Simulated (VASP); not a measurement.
# B (R-3m) in VASP: a series of runs

Runs on B. Level: r2SCAN. Tasks: single point, relaxation of cell and atoms.

Everything below comes from runs of VASP 6.6.1. Logs are shortened: lines on timing, memory, paths and dates and some standing lists are left out, and cuts for length are marked.

## (1) The cell of the first run

Symmetry: R-3m, No. 166, trigonal system. The conventional cell has a = 4.899 Å, b = 4.899 Å, c = 12.513 Å, α = 90.00°, β = 90.00°, γ = 120.00°. B (site symmetry m) has 6 B at 1.67 to 1.80 Å within 2.2 Å. B (site symmetry m) has 7 B at 1.77 to 2.02 Å within 2.4 Å.

## (2) Single point, r2SCAN

The input, POSCAR:

```
B
1.0
    2.4495216062      1.4142319587      4.1710813802
   -2.4495216062      1.4142319587      4.1710813802
    0.0000000000     -2.8284639174      4.1710813802
B
12
Direct
    0.0098385655      0.6544402897      0.0098385655
    0.0098385655      0.0098385655      0.6544402897
    0.6544402897      0.0098385655      0.0098385655
    0.9901614345      0.3455597103      0.9901614345
    0.3455597103      0.9901614345      0.9901614345
    0.9901614345      0.9901614345      0.3455597103
    0.2204860274      0.6317957861      0.2204860274
    0.2204860274      0.2204860274      0.6317957861
    0.6317957861      0.2204860274      0.2204860274
    0.7795139726      0.3682042139      0.7795139726
    0.3682042139      0.7795139726      0.7795139726
    0.7795139726      0.7795139726      0.3682042139
```

The input, INCAR.step1:

```
PREC     = Accurate       # precision mode
ENCUT    = 520            # plane-wave cutoff, eV
ISMEAR   = -1             # smearing method
SIGMA    = 0.05           # smearing width, eV
LREAL    = False          # projectors in reciprocal space
LASPH    = True           # aspherical terms in the spheres
NELM     = 60             # most SCF steps
NBANDS   = 30             # bands
GGA      = PE             # functional
ALGO     = Normal         # electronic algorithm
EDIFF    = 1E-4           # SCF threshold, eV
LWAVE    = True           # write WAVECAR
LCHARG   = False          # write CHGCAR
```

The input, INCAR.step2:

```
PREC     = Accurate       # precision mode
ENCUT    = 520            # plane-wave cutoff, eV
EDIFF    = 1E-6           # SCF threshold, eV
ISMEAR   = -1             # smearing method
SIGMA    = 0.05           # smearing width, eV
LREAL    = False          # projectors in reciprocal space
LASPH    = True           # aspherical terms in the spheres
NELM     = 60             # most SCF steps
ALGO     = Normal         # electronic algorithm
ISIF     = 2              # what is computed and relaxed
LWAVE    = False          # write WAVECAR
LCHARG   = True           # write CHGCAR
METAGGA  = R2SCAN         # meta-GGA
LMIXTAU  = True         
LELF     = True           # ELF
LVHAR    = True         
NBANDS   = 30             # bands
ISTART   = 1
```

The input, KPOINTS:

```
Automatic mesh
0
Gamma
  4 4 4
```

Potentials or basis: VASP PAW PBE potentials, release 64 (B).

Launch:

```
$ cat potpaw_PBE.64/B/POTCAR > POTCAR
$ cp INCAR.step1 INCAR
$ mpirun -np 1 vasp_std > vasp.out
$ cp INCAR.step2 INCAR
$ mpirun -np 1 vasp_std > vasp.out
```

OUTCAR:

```text
PREC = Accurate
   ENCUT = 520
   EDIFF = 1E-6
   ISMEAR = -1
   LREAL = False
   LASPH = True
   NELM = 60
   ISIF = 2
   METAGGA = R2SCAN
   ISTART = 1

 ion  position               nearest neighbor table
   1  0.010  0.654  0.010-   4 1.67   2 1.74   3 1.74   7 1.79  11 1.80  12 1.80
   2  0.010  0.010  0.654-   6 1.67   3 1.74   1 1.74   8 1.79  10 1.80  11 1.80
   3  0.654  0.010  0.010-   5 1.67   2 1.74   1 1.74   9 1.79  10 1.80  12 1.80
   4  0.990  0.346  0.990-   1 1.67   6 1.74   5 1.74  10 1.79   9 1.80   8 1.80
   5  0.346  0.990  0.990-   3 1.67   6 1.74   4 1.74  11 1.79   7 1.80   8 1.80
   6  0.990  0.990  0.346-   2 1.67   4 1.74   5 1.74  12 1.79   9 1.80   7 1.80
   7  0.220  0.632  0.220-  11 1.77  12 1.77   1 1.79   5 1.80   6 1.80   8 2.02   9 2.02
   8  0.220  0.220  0.632-  10 1.77  11 1.77   2 1.79   4 1.80   5 1.80   7 2.02   9 2.02
   9  0.632  0.220  0.220-  10 1.77  12 1.77   3 1.79   4 1.80   6 1.80   8 2.02   7 2.02
  10  0.780  0.368  0.780-   9 1.77   8 1.77   4 1.79   3 1.80   2 1.80  12 2.02  11 2.02
  11  0.368  0.780  0.780-   7 1.77   8 1.77   5 1.79   1 1.80   2 1.80  12 2.02  10 2.02
  12  0.780  0.780  0.368-   7 1.77   9 1.77   6 1.79   3 1.80   1 1.80  10 2.02  11 2.02

  LATTYP: Found a trigonal (rhomboedric) cell.
 ALAT       =     5.0396555450
 COS(alpha) =     0.5275119413

  Lattice vectors:

 A1 = (   2.4495216062,   1.4142319587,   4.1710813802)
 A2 = (  -2.4495216062,   1.4142319587,   4.1710813802)
 A3 = (   0.0000000000,  -2.8284639174,   4.1710813802)

Analysis of symmetry for initial positions (statically):
=====================================================================
 Subroutine PRICEL returns:
 Original cell was already a primitive cell.

 Routine SETGRP: Setting up the symmetry group for a
 trigonal (rhombohedral) supercell.

 Subroutine GETGRP returns: Found 12 space group operations
 (whereof 12 operations were pure point group operations)
 out of a pool of 12 trial point group operations.

The static configuration has the point symmetry D_3d.

Analysis of symmetry for dynamics (positions and initial velocities):
=====================================================================
 Subroutine PRICEL returns:
 Original cell was already a primitive cell.

 Routine SETGRP: Setting up the symmetry group for a
 trigonal (rhombohedral) supercell.

 Subroutine GETGRP returns: Found 12 space group operations
 (whereof 12 operations were pure point group operations)
 out of a pool of 12 trial point group operations.

The dynamic configuration has the point symmetry D_3d.

 Subroutine INISYM returns: Found 12 space group operations
 (whereof 12 operations are pure point group operations),
 and found     1 'primitive' translations

----------------------------------------------------------------------------------------

                                     Primitive cell

  volume of cell :      86.6966

  direct lattice vectors                    reciprocal lattice vectors
     2.449521606  1.414231959  4.171081380     0.204121490  0.117849597  0.079915327
    -2.449521606  1.414231959  4.171081380    -0.204121490  0.117849597  0.079915327
     0.000000000 -2.828463917  4.171081380     0.000000000 -0.235699194  0.079915327

  length of vectors
     5.039655545  5.039655545  5.039655545     0.248878625  0.248878625  0.248878625

  position of ions in fractional coordinates (direct lattice)
     0.009838565  0.654440290  0.009838565
     0.009838565  0.009838565  0.654440290
     0.654440290  0.009838565  0.009838565
     0.990161435  0.345559710  0.990161435
     0.345559710  0.990161435  0.990161435
     0.990161435  0.990161435  0.345559710
     0.220486027  0.631795786  0.220486027
     0.220486027  0.220486027  0.631795786
     0.631795786  0.220486027  0.220486027
     0.779513973  0.368204214  0.779513973
     0.368204214  0.779513973  0.779513973
     0.779513973  0.779513973  0.368204214

  ion indices of the primitive-cell ions
   primitive index   ion index
                 1           1
                 2           2
                 3           3
                 4           4
                 5           5
                 6           6
                 7           7
                 8           8
                 9           9
                10          10
                11          11
                12          12

----------------------------------------------------------------------------------------

 KPOINTS: Automatic mesh

Automatic generation of k-mesh.
 Grid dimensions read from file:
 generate k-points for:    4    4    4

 Generating k-lattice:

  Cartesian coordinates                     Fractional coordinates (reciprocal lattice)
     0.051030372  0.029462399  0.019978832     0.250000000  0.000000000  0.000000000
    -0.051030372  0.029462399  0.019978832     0.000000000  0.250000000  0.000000000
     0.000000000 -0.058924799  0.019978832     0.000000000  0.000000000  0.250000000

  Length of vectors
     0.062219656  0.062219656  0.062219656

  Shift w.r.t. Gamma in fractional coordinates (k-lattice)
     0.000000000  0.000000000  0.000000000

 Subroutine IBZKPT returns following result:
 ===========================================

 Found     13 irreducible k-points:

 Following reciprocal coordinates:
            Coordinates               Weight
  0.000000  0.000000  0.000000      1.000000
  0.250000 -0.000000  0.000000      6.000000
  0.500000 -0.000000  0.000000      3.000000
  0.250000  0.250000  0.000000      6.000000
  0.500000  0.250000 -0.000000     12.000000
 -0.250000  0.250000  0.000000      6.000000
  0.500000  0.500000  0.000000      3.000000
  0.250000  0.250000  0.250000      2.000000
  0.500000  0.250000  0.250000      6.000000
 -0.250000  0.250000  0.250000      6.000000
  0.500000  0.500000  0.250000      6.000000
 -0.250000  0.500000  0.250000      6.000000
  0.500000  0.500000  0.500000      1.000000
   k-points           NKPTS =     13   k-points in BZ     NKDIM =     13   number of bands    NBANDS=     30
   number of dos      NEDOS =    301   number of ions     NIONS =     12
   total plane-waves  NPLWV =  64000
   dimension x,y,z NGX =    40 NGY =   40 NGZ =   40
   dimension x,y,z NGXF=    80 NGYF=   80 NGZF=   80
   ions per type =              12
   NGX,Y,Z   is equivalent  to a cutoff of  13.20, 13.20, 13.20 a.u.
   NGXF,Y,Z  is equivalent  to a cutoff of  26.39, 26.39, 26.39 a.u.
 SYSTEM =  unknown system
   PREC   = accura    normal or accurate (medium, high low for compatibility)
   ISTART =      1    job   : 0-new  1-cont  2-samecut
   ICHARG =      0    charge: 1-file 2-atom 10-const
   ISPIN  =      1    spin polarized calculation?
   LNONCOLLINEAR =      F non collinear calculations
   LSORBIT =      F    spin-orbit coupling
   LASPH  =      T    aspherical Exc in radial PAW
   ENCUT  =  520.0 eV  38.22 Ry    6.18 a.u.   9.37  9.37  9.37*2*pi/ulx,y,z
   NELM   =     60;   NELMIN=  2; NELMDL=  0     # of ELM steps
   EDIFF  = 0.1E-05   stopping-criterion for ELM
   LREAL  =      F    real-space projection
   EDIFFG = 0.1E-04   stopping-criterion for IOM
   NSW    =      0    number of steps for IOM
   IBRION =     -1    ionic relax: 0-MD 1-quasi-New 2-CG
   NFREE  =      0    steps in history (QN), initial steepest desc. (CG)
   ISIF   =      2    stress and relaxation
   ISYM   =      2    0-nonsym 1-usesym 2-fastsym
   POTIM  = 0.5000    time-step for ionic-motion
   TEBEG  =    0.0;   TEEND  =   0.0 temperature during run
   PSTRESS=    0.0 pullay stress
   NELECT =      36.0000    total number of electrons
   NUPDOWN=      -1.0000    fix difference up-down
   EMIN   =  10.00;   EMAX   =-10.00  energy-range for DOS
   EFERMI =   0.00;   METHOD = LEGACY
   ISMEAR =    -1;   SIGMA  =   0.05  broadening in eV -4-tet -1-fermi 0-gaus
   EFERMI_NEDOS =   21; number of points for ismear=-14 and -15
   IALGO  =     38    algorithm
   IMIX   =      4    mixing-type and parameters
     AMIX     =   0.40;   BMIX     =  1.00
     AMIX_MAG =   1.60;   BMIX_MAG =  1.00
  volume/ion in A,a.u.               =       7.22        48.75
  Fermi-wavevector in a.u.,A,eV,Ry     =   1.221354  2.308025 20.295902  1.491707
  Thomas-Fermi vector in A             =   2.356540
   LORBIT       =      0    0 simple, 1 ext, 2 COOP (PROOUT), +10 PAW based schemes
   METAGGA = R2SCAN    functional components
   LHFCALC =     F    Hartree Fock is set to
   AEXX    =    0.0000 exact exchange contribution
   IVDW    =     0    specifies the selected vdW correction
   LEPSILON=     F    determine dielectric tensor
   LRPA    =     F    only Hartree local field effects (RPA)
 non-spin polarized calculation
  energy-cutoff  :      520.00
  volume of cell :       86.70
 maximum number of plane-waves:      2367
 NGX is ok and might be reduce to    40
   NGX = 19   NGY = 19   NGZ = 19

 number of electron      36.0000000 magnetization

 Free energy of the ion-electron system (eV)
  ---------------------------------------------------
  ext. energy  EPLUGINS =         0.00000000
  ---------------------------------------------------
  free energy    TOTEN  =       -88.11744838 eV

  energy without entropy =      -88.11744837  energy(sigma->0) =      -88.11744838

 E-fermi :   6.6882     XC(G=0): -12.3052

 val. band max:        5.9035724186   @ k =   0.5000   0.5000   0.5000
 cond. band min:       7.5458842627   @ k =   0.5000   0.5000   0.0000
 fundamental gap:      1.6423118440
 Fermi energy:         6.6881999579

 k-point     1 :       0.0000    0.0000    0.0000
  band No.  band energies     occupation
      1     -11.2646      2.00000
      2      -5.2294      2.00000
      3      -4.9700      2.00000
      4      -4.9700      2.00000
      5      -3.6756      2.00000
      6      -3.0610      2.00000
[... 22 lines left out ...]
     29      16.2913      0.00000
     30      16.8424      0.00000

 k-point     2 :       0.2500   -0.0000    0.0000
  band No.  band energies     occupation
      1     -10.9061      2.00000
      2      -6.8700      2.00000
      3      -5.4075      2.00000
      4      -5.3883      2.00000
      5      -3.7661      2.00000
      6      -2.8316      2.00000
[... 22 lines left out ...]
     29      14.9774      0.00000
     30      15.7220      0.00000

 k-point     3 :       0.5000   -0.0000    0.0000
  band No.  band energies     occupation
      1     -10.3266      2.00000
      2      -8.2074      2.00000
      3      -5.6494      2.00000
      4      -5.5303      2.00000
      5      -4.1293      2.00000
      6      -3.0540      2.00000
[... 319 lines left out ...]
     29      15.5580      0.00000
     30      16.8508      0.00000

 k-point    13 :       0.5000    0.5000    0.5000
  band No.  band energies     occupation
      1     -10.6589      2.00000
      2      -7.6019      2.00000
      3      -5.1602      2.00000
      4      -5.1602      2.00000
      5      -4.3172      2.00000
      6      -3.3202      2.00000
[... 22 lines left out ...]
     29      14.6551      0.00000
     30      16.4871      0.00000

------------------------ aborting loop because EDIFF is reached ----------------------------------------

  FORCE on cell =-STRESS in cart. coord.  units (eV):
  Direction    XX          YY          ZZ          XY          YZ          ZX
  --------------------------------------------------------------------------------------
  -------------------------------------------------------------------------------------
  Total        0.1402621      0.1402621      0.0802542      0.0000000      0.0000000     -0.0000000
  in kB        2.5920849      2.5920849      1.4831214      0.0000000      0.0000000     -0.0000000
  external PRESSURE =       2.2224304 kB  Pullay stress =       0.0000000 kB

 VOLUME and BASIS-vectors are now :
 -----------------------------------------------------------------------------
  energy-cutoff  :      520.00
  volume of cell :       86.70
      direct lattice vectors                 reciprocal lattice vectors
     2.449521606  1.414231959  4.171081380     0.204121490  0.117849597  0.079915327
    -2.449521606  1.414231959  4.171081380    -0.204121490  0.117849597  0.079915327
     0.000000000 -2.828463917  4.171081380     0.000000000 -0.235699194  0.079915327

 POSITION                                       TOTAL-FORCE (eV/Angst)
 -----------------------------------------------------------------------------------
     -1.57897      0.91162      2.81180         0.012717     -0.007342     -0.011569
      0.00000     -1.82323      2.81180        -0.000000      0.014684     -0.011569
      1.57897      0.91162      2.81180        -0.012717     -0.007342     -0.011569
      1.57897     -0.91162      9.70145        -0.012717      0.007342      0.011569
     -1.57897     -0.91162      9.70145         0.012717      0.007342      0.011569
      0.00000      1.82323      9.70145        -0.000000     -0.014684      0.011569
     -1.00751      0.58169      4.47460         0.017244     -0.009956      0.006488
      0.00000     -1.16337      4.47460        -0.000000      0.019912      0.006488
      1.00751      0.58169      4.47460        -0.017244     -0.009956      0.006488
      1.00751     -0.58169      8.03864        -0.017244      0.009956     -0.006488
     -1.00751     -0.58169      8.03864         0.017244      0.009956     -0.006488
      0.00000      1.16337      8.03864        -0.000000     -0.019912     -0.006488
 -----------------------------------------------------------------------------------
    total drift:                               -0.000000      0.000000      0.000000

  FREE ENERGIE OF THE ION-ELECTRON SYSTEM (eV)
  ---------------------------------------------------
  free  energy   TOTEN  =       -88.1174483838 eV

  energy  without entropy=      -88.1174483750  energy(sigma->0) =      -88.11744838
```

It took 82 s on 1 thread of Intel Xeon Platinum 8559C (Emerald Rapids), shared host; peak memory 0.24 GiB.

What came out:

| Quantity | Value |
| --- | --- |
| Free energy | -88.1174 eV |
| Pressure | 0.2 GPa |
| Largest force | 0.021 eV/Å |
| Band gap on the k mesh | 1.64 eV, indirect (least direct gap 2.06 eV) |

Forces on the atoms (eV/Å):
```
B    0.013 -0.007 -0.012
B    0.000  0.015 -0.012
B   -0.013 -0.007 -0.012
B   -0.013  0.007  0.012
B    0.013  0.007  0.012
B    0.000 -0.015  0.012
B    0.017 -0.010  0.006
B    0.000  0.020  0.006
B   -0.017 -0.010  0.006
B   -0.017  0.010 -0.006
B    0.017  0.010 -0.006
B    0.000 -0.020 -0.006
```

Stress tensor (GPa, compression positive):
```
0.26 0.00 0.00
0.00 0.26 0.00
0.00 0.00 0.15
```

Caveat: the PAW data sets were made with another functional, which shifts forces and pressure a little. r2SCAN opens gaps a little over a GGA but as a rule still falls short of measured ones.

## (3) Single point, r2SCAN

POSCAR is that of step 2.

The input, INCAR.step1:

```
PREC = Accurate ; ENCUT = 520
ISMEAR = -1 ; SIGMA = 0.05
LREAL = False ; LASPH = True
NELM = 60 ; NBANDS = 30
GGA = PE ; ALGO = Normal
EDIFF = 1E-4 ; LWAVE = True
LCHARG = False
```

The input, INCAR.step2:

```
PREC = Accurate ; ENCUT = 520
EDIFF = 1E-6 ; ISMEAR = -1
SIGMA = 0.05 ; LREAL = False
LASPH = True ; NELM = 60
ALGO = Normal ; ISIF = 2
LWAVE = False ; LCHARG = True
METAGGA = R2SCAN ; LMIXTAU = True
LELF = True ; LVHAR = True
NBANDS = 30 ; ISTART = 1
```

The input, KPOINTS:

```
Automatic mesh
0
Gamma
  7 7 7
```

Potentials or basis: VASP PAW PBE potentials, release 64 (B).

Launch:

```
$ cat potpaw_PBE.64/B/POTCAR > POTCAR
$ cp INCAR.step1 INCAR
$ mpirun -np 1 vasp_std > vasp.out
$ cp INCAR.step2 INCAR
$ mpirun -np 1 vasp_std > vasp.out
```

It took 3.9 min on 1 thread of Intel Xeon Platinum 8559C (Emerald Rapids), shared host; peak memory 0.27 GiB.

It converged, with:

```
Free energy            : -88.1277 eV
Pressure               : 0.2 GPa
Largest force          : 0.023 eV/Å
Band gap on the k mesh : 1.64 eV, indirect (least direct gap 2.05 eV)
```

Forces in eV/Å, atoms in the order of the input:
```
B    0.014 -0.008 -0.007
B    0.000  0.016 -0.007
B   -0.014 -0.008 -0.007
B   -0.014  0.008  0.007
B    0.014  0.008  0.007
B    0.000 -0.016  0.007
B    0.019 -0.011  0.007
B    0.000  0.022  0.007
B   -0.019 -0.011  0.007
B   -0.019  0.011 -0.007
B    0.019  0.011 -0.007
B    0.000 -0.022 -0.007
```

Levels at points of the mesh, in eV from the valence-band top:
```tsv
k point	band 16	band 17	band 18	band 19	band 20	band 21
(0.00, 0.00, 0.00)	-0.90	-0.90	-0.36	1.70	4.93	4.93
```

Caveat: the PAW data sets were made with another functional, which shifts forces and pressure a little. r2SCAN opens gaps a little over a GGA but as a rule still falls short of measured ones.

[end of part 1 of 2]
